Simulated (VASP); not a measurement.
Write the native input for VASP 6.6.1 that does the following.

| Quantity | Value |
| --- | --- |
| Task | single point |
| Functional | PBE |
| Potentials or basis | VASP PAW PBE potentials, release 64 (Hg_sv_GW, Mn_sv) |
| Cutoff | 680 eV |
| k mesh | 7 × 7 × 7 |
| Occupations | fermi-dirac, width 0.05 eV |
| Spin | collinear spin, ferromagnetic start |
| Starting moments | [0.0, 6.0] μB |
| Fixed moment | 6 μB |
| Dipole correction | no |
| Further INCAR settings | ALGO = Normal; EDIFF = 1e-06; NBANDS = 28 |

The structure of MnHg lies in POSCAR:

```
MnHg
1.0
    3.3150000000      0.0000000000      0.0000000000
    0.0000000000      3.3150000000      0.0000000000
    0.0000000000      0.0000000000      3.3150000000
Hg Mn
1 1
Direct
    0.0000000000      0.0000000000      0.0000000000
    0.5000000000      0.5000000000      0.5000000000
```

One way to write it, as run:

INCAR

```
SYSTEM = MnHg
ALGO = Normal
EDIFF = 1E-6
ENCUT = 680
GGA = PE
GGA_COMPAT = .FALSE.
ISIF = 2
ISMEAR = -1
ISPIN = 2
LASPH = .TRUE.
LCHARG = .FALSE.
LMAXMIX = 4
LORBIT = 11
LREAL = .FALSE.
LWAVE = .FALSE.
MAGMOM = 0 6
NBANDS = 28
NELM = 200
NUPDOWN = 6.0
PREC = Accurate
SIGMA = 0.05
```

KPOINTS

```
k-points
0
G
  7 7 7
  0 0 0
```

Potentials or basis: VASP PAW PBE potentials, release 64 (Hg_sv_GW, Mn_sv).

Run with:

```console
$ cat potpaw_PBE.64/Hg_sv_GW/POTCAR potpaw_PBE.64/Mn_sv/POTCAR > POTCAR
$ mpirun -np 1 vasp_std > vasp.out
```

It gave:

```
Pressure                                              : 22.3 GPa
Net moment                                            : 6.00 μB per cell
Site moments                                          : Hg +0.49; Mn +4.35 μB
Valence electrons inside the program's atomic spheres : Hg 17.99; Mn 12.76
```

Caveat: the cell stands under pressure; the total moment is fixed, so each spin has its own Fermi level and the state may be an excited one.

It took 30 s on 1 thread of Intel(R) Xeon(R) 6975P-C (Granite Rapids), with other jobs on the host, peak memory 0.21 GiB.
